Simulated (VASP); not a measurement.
# Ge7H2 in VASP: further runs

Ge7H2 is run at these levels: LDA; tasks: single point.

Everything below comes from runs of VASP 6.6.1. Logs are shortened: lines on timing, memory, paths and dates and some standing lists are left out, and cuts for length are marked.

## 1. The cell of the first run

The cell holds a slab with vacuum, 18 atoms: a = 3.975 Å, b = 7.950 Å, c = 22.189 Å, α = 90.00°, β = 90.00°, γ = 90.00°.

## 2. Single point, LDA

Contents of INCAR:

```
ALGO     = Normal         # electronic algorithm
DIPOL    = 0.5 0.5 0.360
EDIFF    = 1E-6           # SCF threshold, eV
ENCUT    = 520            # plane-wave cutoff, eV
GGA      = CA             # functional
IDIPOL   = 3            
ISIF     = 2              # what is computed and relaxed
ISMEAR   = 0              # smearing method
LASPH    = T              # aspherical terms in the spheres
LCHARG   = F              # write CHGCAR
LDIPOL   = T            
LREAL    = Auto         
LWAVE    = F              # write WAVECAR
NBANDS   = 115            # bands
NELM     = 60             # most SCF steps
PREC     = Accurate       # precision mode
SIGMA    = 0.05           # smearing width, eV
```

Contents of KPOINTS:

```
k-points
0
Gamma
  6 3 1
```

Contents of POSCAR:

```
Ge7H2
1.0
    3.9752292141      0.0000000000      0.0000000000
    0.0000000000      7.9504584281      0.0000000000
    0.0000000000      0.0000000000     22.1891745247
Ge H
14 4
Direct
    0.0000000000      0.2500000000      0.2211186323
    0.0000000000      0.7500000000      0.2211186323
    0.0000000000      0.5000000000      0.2844583372
    0.0000000000      0.0000000000      0.2844583372
    0.5000000000      0.5000000000      0.3477980422
    0.5000000000      0.0000000000      0.3477980422
    0.5000000000      0.7488624049      0.4144097139
    0.5000000000      0.2511026636      0.4092692379
    0.0000000000      0.7380722176      0.4802795424
    0.0000000000      0.2669965200      0.4716240192
    0.0000000000      0.0037695664      0.5383278282
    0.0000000000      0.4891515019      0.5498522041
    0.5000000000      0.1527496982      0.5695623682
    0.5000000000      0.4322801048      0.6191360915
   -0.3085651772      0.2500000000      0.1796750369
    0.3085651772      0.2500000000      0.1796750369
    0.3079205199      0.7500000000      0.1794214520
   -0.3079205199      0.7500000000      0.1794214520
```

Potentials or basis: VASP PAW LDA potentials, release 64 (Ge_d, H).

Started as:

```
cat potpaw_LDA.64/Ge_d/POTCAR potpaw_LDA.64/H/POTCAR > POTCAR
mpirun -np 1 vasp_std > vasp.out
```

OUTCAR:

```text
EDIFF = 1E-6
   ENCUT = 520
   GGA = CA
   ISIF = 2
   ISMEAR = 0
   LASPH = T
   LREAL = Auto
   NELM = 60
   PREC = Accurate

 ion  position               nearest neighbor table
   1  0.000  0.250  0.221-  15 1.53  16 1.53   3 2.43   4 2.43
   2  0.000  0.750  0.221-  17 1.53  18 1.53   3 2.43   4 2.43
   3  0.000  0.500  0.284-   1 2.43   2 2.43   5 2.43   5 2.43
   4  0.000  0.000  0.284-   1 2.43   2 2.43   6 2.43   6 2.43
   5  0.500  0.500  0.348-   8 2.40   3 2.43   3 2.43   7 2.47
   6  0.500  0.000  0.348-   8 2.42   4 2.43   4 2.43   7 2.48
   7  0.500  0.749  0.414-   9 2.47   9 2.47   5 2.47   6 2.48
   8  0.500  0.251  0.409-   5 2.40   6 2.42  10 2.43  10 2.43
   9  0.000  0.738  0.480-   7 2.47   7 2.47  11 2.47  12 2.51
  10  0.000  0.267  0.472-   8 2.43   8 2.43  12 2.48  11 2.56
  11  0.000  0.004  0.538-  13 2.42  13 2.42   9 2.47  10 2.56
  12  0.000  0.489  0.550-  10 2.48   9 2.51  14 2.55  14 2.55
  13  0.500  0.153  0.570-  11 2.42  11 2.42  14 2.48
  14  0.500  0.432  0.619-  13 2.48  12 2.55  12 2.55
  15  0.691  0.250  0.180-   1 1.53
  16  0.309  0.250  0.180-   1 1.53
  17  0.308  0.750  0.179-   2 1.53
  18  0.692  0.750  0.179-   2 1.53

  LATTYP: Found a simple orthorhombic cell.
 ALAT       =     3.9752292141
 B/A-ratio  =     2.0000000000
 C/A-ratio  =     5.5818603984

  Lattice vectors:

 A1 = (   3.9752292141,   0.0000000000,   0.0000000000)
 A2 = (   0.0000000000,   7.9504584281,   0.0000000000)
 A3 = (   0.0000000000,   0.0000000000,  22.1891745247)

Analysis of symmetry for initial positions (statically):
=====================================================================
 Subroutine PRICEL returns:
 Original cell was already a primitive cell.

 Routine SETGRP: Setting up the symmetry group for a
 simple orthorhombic supercell.

 Subroutine GETGRP returns: Found  2 space group operations
 (whereof  2 operations were pure point group operations)
 out of a pool of  8 trial point group operations.

The static configuration has the point symmetry C_1h.

Analysis of symmetry for dynamics (positions and initial velocities):
=====================================================================
 Subroutine PRICEL returns:
 Original cell was already a primitive cell.

 Routine SETGRP: Setting up the symmetry group for a
 simple orthorhombic supercell.

 Subroutine GETGRP returns: Found  2 space group operations
 (whereof  2 operations were pure point group operations)
 out of a pool of  8 trial point group operations.

The dynamic configuration has the point symmetry C_1h.

 Subroutine INISYM returns: Found  2 space group operations
 (whereof  2 operations are pure point group operations),
 and found     1 'primitive' translations

----------------------------------------------------------------------------------------

                                     Primitive cell

  volume of cell :     701.2865

  direct lattice vectors                    reciprocal lattice vectors
     3.975229214  0.000000000  0.000000000     0.251557821  0.000000000  0.000000000
     0.000000000  7.950458428  0.000000000     0.000000000  0.125778911  0.000000000
     0.000000000  0.000000000 22.189174525     0.000000000  0.000000000  0.045067021

  length of vectors
     3.975229214  7.950458428 22.189174525     0.251557821  0.125778911  0.045067021

  position of ions in fractional coordinates (direct lattice)
     0.000000000  0.250000000  0.221118632
     0.000000000  0.750000000  0.221118632
     0.000000000  0.500000000  0.284458337
     0.000000000  0.000000000  0.284458337
     0.500000000  0.500000000  0.347798042
     0.500000000  0.000000000  0.347798042
[... 10 lines left out ...]
     0.307920520  0.750000000  0.179421452
     0.692079480  0.750000000  0.179421452

  ion indices of the primitive-cell ions
   primitive index   ion index
                 1           1
                 2           2
                 3           3
                 4           4
                 5           5
                 6           6
[... 10 lines left out ...]
                17          17
                18          18

----------------------------------------------------------------------------------------

 KPOINTS: k-points

Automatic generation of k-mesh.
 Grid dimensions read from file:
 generate k-points for:    6    3    1

 Generating k-lattice:

  Cartesian coordinates                     Fractional coordinates (reciprocal lattice)
     0.041926304  0.000000000  0.000000000     0.166666667  0.000000000  0.000000000
     0.000000000  0.041926304  0.000000000     0.000000000  0.333333333  0.000000000
     0.000000000  0.000000000  0.045067021     0.000000000  0.000000000  1.000000000

  Length of vectors
     0.041926304  0.041926304  0.045067021

  Shift w.r.t. Gamma in fractional coordinates (k-lattice)
     0.000000000  0.000000000  0.000000000

 Subroutine IBZKPT returns following result:
 ===========================================

 Found      8 irreducible k-points:

 Following reciprocal coordinates:
            Coordinates               Weight
  0.000000  0.000000  0.000000      1.000000
  0.166667  0.000000  0.000000      2.000000
  0.333333  0.000000  0.000000      2.000000
  0.500000  0.000000  0.000000      1.000000
  0.000000  0.333333  0.000000      2.000000
  0.166667  0.333333  0.000000      4.000000
  0.333333  0.333333  0.000000      4.000000
  0.500000  0.333333  0.000000      2.000000
   k-points           NKPTS =      8   k-points in BZ     NKDIM =      8   number of bands    NBANDS=    115
   number of dos      NEDOS =    301   number of ions     NIONS =     18
   total plane-waves  NPLWV = 302400
   dimension x,y,z NGX =    30 NGY =   60 NGZ =  168
   dimension x,y,z NGXF=    60 NGYF=  120 NGZF=  336
   ions per type =              14   4
   NGX,Y,Z   is equivalent  to a cutoff of  12.55, 12.55, 12.59 a.u.
   NGXF,Y,Z  is equivalent  to a cutoff of  25.09, 25.09, 25.17 a.u.
 SYSTEM =  unknown system
   PREC   = accura    normal or accurate (medium, high low for compatibility)
   ISTART =      0    job   : 0-new  1-cont  2-samecut
   ICHARG =      2    charge: 1-file 2-atom 10-const
   ISPIN  =      1    spin polarized calculation?
   LNONCOLLINEAR =      F non collinear calculations
   LSORBIT =      F    spin-orbit coupling
   LASPH  =      T    aspherical Exc in radial PAW
   ENCUT  =  520.0 eV  38.22 Ry    6.18 a.u.   7.39 14.78 41.26*2*pi/ulx,y,z
   NELM   =     60;   NELMIN=  2; NELMDL= -5     # of ELM steps
   EDIFF  = 0.1E-05   stopping-criterion for ELM
   LREAL  =      T    real-space projection
   EDIFFG = 0.1E-04   stopping-criterion for IOM
   NSW    =      0    number of steps for IOM
   IBRION =     -1    ionic relax: 0-MD 1-quasi-New 2-CG
   NFREE  =      0    steps in history (QN), initial steepest desc. (CG)
   ISIF   =      2    stress and relaxation
   ISYM   =      2    0-nonsym 1-usesym 2-fastsym
   POTIM  = 0.5000    time-step for ionic-motion
   TEBEG  =    0.0;   TEEND  =   0.0 temperature during run
   PSTRESS=    0.0 pullay stress
   NELECT =     200.0000    total number of electrons
   NUPDOWN=      -1.0000    fix difference up-down
   EMIN   =  10.00;   EMAX   =-10.00  energy-range for DOS
   EFERMI =   0.00;   METHOD = LEGACY
   ISMEAR =     0;   SIGMA  =   0.05  broadening in eV -4-tet -1-fermi 0-gaus
   EFERMI_NEDOS =   21; number of points for ismear=-14 and -15
   IALGO  =     38    algorithm
   IMIX   =      4    mixing-type and parameters
     AMIX     =   0.40;   BMIX     =  1.00
     AMIX_MAG =   1.60;   BMIX_MAG =  1.00
  volume/ion in A,a.u.               =      38.96       262.92
  Fermi-wavevector in a.u.,A,eV,Ry     =   1.077589  2.036347 15.799048  1.161197
  Thomas-Fermi vector in A             =   2.213504
   LORBIT       =      0    0 simple, 1 ext, 2 COOP (PROOUT), +10 PAW based schemes
   GGA     = CA    functional components
   LHFCALC =     F    Hartree Fock is set to
   AEXX    =    0.0000 exact exchange contribution
   IVDW    =     0    specifies the selected vdW correction
   LEPSILON=     F    determine dielectric tensor
   LRPA    =     F    only Hartree local field effects (RPA)
 non-spin polarized calculation
 Gauss-broadening in eV      SIGMA  =   0.05
  energy-cutoff  :      520.00
  volume of cell :      701.29
 maximum number of plane-waves:     18965
 NGX is ok and might be reduce to    30
   NGX = 15   NGY = 29   NGZ = 83

 dipolmoment           0.000000      0.000000     -0.005831 electrons x Angstroem

 number of electron     199.9999964 magnetization

 dipolmoment           0.000000      0.000000      0.039619 electrons x Angstroem

 Free energy of the ion-electron system (eV)
  ---------------------------------------------------
  ext. energy  EPLUGINS =         0.00000000
  ---------------------------------------------------
  free energy    TOTEN  =       -82.90240886 eV

  energy without entropy =      -82.90237264  energy(sigma->0) =      -82.90239075

 E-fermi :  -0.3514     XC(G=0):  -5.5085

 val. band max:       -0.4648796094   @ k =   0.0000   0.3333   0.0000
 cond. band min:      -0.2378614817   @ k =   0.0000   0.3333   0.0000
 fundamental gap:      0.2270181278
 Fermi energy:        -0.3513705694

 k-point     1 :       0.0000    0.0000    0.0000
  band No.  band energies     occupation
      1     -25.4744      2.00000
      2     -25.4325      2.00000
      3     -25.3907      2.00000
      4     -25.3730      2.00000
      5     -25.3370      2.00000
      6     -25.1697      2.00000
[... 104 lines left out ...]
    111       2.7864      0.00000
    112       2.9931      0.00000

 k-point     2 :       0.1667    0.0000    0.0000
  band No.  band energies     occupation
      1     -25.4758      2.00000
      2     -25.4319      2.00000
      3     -25.3919      2.00000
      4     -25.3763      2.00000
      5     -25.3300      2.00000
      6     -25.1738      2.00000
[... 682 lines left out ...]
 k-point     8 :       0.5000    0.3333    0.0000
  band No.  band energies     occupation
      1     -25.4801      2.00000
      2     -25.4293      2.00000
      3     -25.3945      2.00000
      4     -25.3662      2.00000
      5     -25.3357      2.00000
      6     -25.1757      2.00000
[... 104 lines left out ...]
    111       3.2213      0.00000
    112       3.4609      0.00000
 [bands above 112 left out]

------------------------ aborting loop because EDIFF is reached ----------------------------------------

 vacuum level on the upper side and lower side of the slab       (xc-potential included)        -0.125        -0.285

  FORCE on cell =-STRESS in cart. coord.  units (eV):
  Direction    XX          YY          ZZ          XY          YZ          ZX
  --------------------------------------------------------------------------------------
  -------------------------------------------------------------------------------------
  Total        3.7728534     -2.9832434     -2.9253520      0.0000000     -0.0256228      0.0000000
  in kB        8.6195584     -6.8155950     -6.6833347      0.0000000     -0.0585386      0.0000000
  external PRESSURE =      -1.6264571 kB  Pullay stress =       0.0000000 kB

 VOLUME and BASIS-vectors are now :
 -----------------------------------------------------------------------------
  energy-cutoff  :      520.00
  volume of cell :      701.29
      direct lattice vectors                 reciprocal lattice vectors
     3.975229214  0.000000000  0.000000000     0.251557821  0.000000000  0.000000000
     0.000000000  7.950458428  0.000000000     0.000000000  0.125778911  0.000000000
     0.000000000  0.000000000 22.189174525     0.000000000  0.000000000  0.045067021

 POSITION                                       TOTAL-FORCE (eV/Angst)
 -----------------------------------------------------------------------------------
      0.00000      1.98761      4.90644         0.000000      0.024752      0.320537
      0.00000      5.96284      4.90644         0.000000     -0.037691      0.253440
      0.00000      3.97523      6.31190         0.000000      0.108373     -0.198266
      0.00000      0.00000      6.31190         0.000000     -0.078107     -0.169042
      1.98761      3.97523      7.71735         0.000000      0.264648     -0.071093
      1.98761      0.00000      7.71735         0.000000     -0.289904      0.132344
[... 10 lines left out ...]
      1.22405      5.96284      3.98121         0.000845      0.008947     -0.000006
      2.75117      5.96284      3.98121        -0.000845      0.008947     -0.000006
 -----------------------------------------------------------------------------------
    total drift:                                0.000000      0.000453     -0.000848

  FREE ENERGIE OF THE ION-ELECTRON SYSTEM (eV)
  ---------------------------------------------------
  free  energy   TOTEN  =       -82.9024088580 eV

  energy  without entropy=      -82.9023726378  energy(sigma->0) =      -82.90239075

 vacuum level on the upper side and lower side of the slab         4.115         3.951
```

It took 27 min on 1 thread of Intel Xeon Platinum 8259CL at 2.50GHz (Skylake/Cascade Lake), shared host; peak memory 0.69 GiB.

What came out:

```
Free energy            : -82.9024 eV
Largest force          : 0.601 eV/Å
Band gap on the k mesh : 0.23 eV, direct
```

Forces in eV/Å, atoms in the order of the input:
```
Ge   0.000  0.025  0.321
Ge   0.000 -0.038  0.253
Ge   0.000  0.108 -0.198
Ge   0.000 -0.078 -0.169
Ge   0.000  0.265 -0.071
Ge   0.000 -0.290  0.132
Ge   0.000  0.003  0.001
Ge   0.000 -0.009 -0.001
Ge   0.000  0.002  0.011
Ge   0.000  0.008  0.006
Ge   0.000 -0.014 -0.009
Ge   0.000  0.001  0.001
Ge   0.000 -0.003  0.364
Ge   0.000  0.011 -0.601
H   -0.017 -0.004 -0.020
H    0.017 -0.004 -0.020
H    0.001  0.009  0.000
H   -0.001  0.009  0.000
```

(Part 1 of 2 ends here.)
